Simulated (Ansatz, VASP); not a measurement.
# One calculation of V, two programs

```
V
1.0
     0.00000    2.59262    2.59262
     2.59262    0.00000    2.59262
     2.59262    2.59262    0.00000
V
2
Direct
  0.12500 0.12500 0.12500
  0.87500 0.87500 0.87500
```

Alike in both runs: task single point; functional BLYP; k mesh 17 × 17 × 17; occupations fermi-dirac, width 0.1 eV; no spin polarisation.

|  | VASP | Ansatz |
| --- | --- | --- |
| version | VASP 6.6.1 | Ansatz 0.2.0 |
| potentials or method | VASP PAW PBE potentials, release 64 (V_sv), cutoff 520 eV | plane waves (420 eV) with PAW, scalar-relativistic |
| valence electrons in the cell | 26 | 26 |

```csv
,VASP,Ansatz,Ansatz less VASP
pressure (GPa),9.7,9.1,-0.58
```

VASP's potentials were made for PBE, not for BLYP.
